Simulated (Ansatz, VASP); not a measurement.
# One calculation of GaAs, two programs

File POSCAR:

```
GaAs
1.0
    0.0000000000      2.8886479500      2.8886479500
    2.8886479500      0.0000000000      2.8886479500
    2.8886479500      2.8886479500      0.0000000000
Ga As
1 1
Direct
    0.0000000000      0.0000000000      0.0000000000
    0.2500000000      0.2500000000      0.2500000000
```

INCAR.step1

```
SYSTEM = GaAs
ALGO = Normal ; EDIFF = 1E-5
ENCUT = 550 ; GGA = PE
GGA_COMPAT = .FALSE. ; ISMEAR = 0
LASPH = .TRUE. ; LCHARG = .FALSE.
LREAL = .FALSE. ; LWAVE = .TRUE.
NBANDS = 16 ; NELM = 120
PREC = Accurate ; SIGMA = 0.01
```

The input INCAR.step2:

```
SYSTEM = GaAs
ALGO = Normal ; EDIFF = 1E-6
ENCUT = 550 ; GGA_COMPAT = .FALSE.
ISIF = 2 ; ISMEAR = 0
ISTART = 1 ; LASPH = .TRUE.
LCHARG = .TRUE. ; LELF = .TRUE.
LMIXTAU = .TRUE. ; LREAL = .FALSE.
LVHAR = .TRUE. ; LWAVE = .FALSE.
METAGGA = R2SCAN ; NBANDS = 16
NELM = 120 ; PREC = Accurate
SIGMA = 0.01
```

Contents of KPOINTS:

```
k-points
0
G
  6 6 6
  0 0 0
```

Input for Ansatz:

```yaml
crystal:
  lattice:
    - [0.0, 2.88864795, 2.88864795]
    - [2.88864795, 0.0, 2.88864795]
    - [2.88864795, 2.88864795, 0.0]
  atoms:
    - { symbol: Ga, position: [0.0, 0.0, 0.0] }
    - { symbol: As, position: [0.25, 0.25, 0.25] }
kpoints:
  mp_grid: { grid: [6, 6, 6] }
hamiltonian:
  xc: r2scan
scf:
  occupations: { method: fixed }
  n_extra_bands: 4
output:
  forces: true
  stress: true
  eigenvalues: true
```

Alike in both runs: task single point; functional r2SCAN; k mesh 6 × 6 × 6; no spin polarisation.

|  | VASP | Ansatz |
| --- | --- | --- |
| version | VASP 6.6.1 | Ansatz 0.2.0 |
| potentials or method | VASP PAW PBE potentials, release 64 (Ga_d, As) | plane waves, PAW |
| plane-wave cutoff (eV) | 550 | 500 |
| occupations | gaussian, width 0.01 eV | fixed |
| valence electrons in the cell | 18 | 28 |

|  | VASP | Ansatz | Ansatz less VASP |
| --- | --- | --- | --- |
| gap on the k mesh at the Fermi level (eV) | 0.48 | 0.50 | +0.019 |
| pressure (GPa) | -3.7 | -3.7 | -0.05 |

VASP's potentials were made for PBE, not for r2SCAN. VASP's potentials hold 18 valence electrons a cell and Ansatz's 28, so a difference there can come from the potentials and not from the codes.
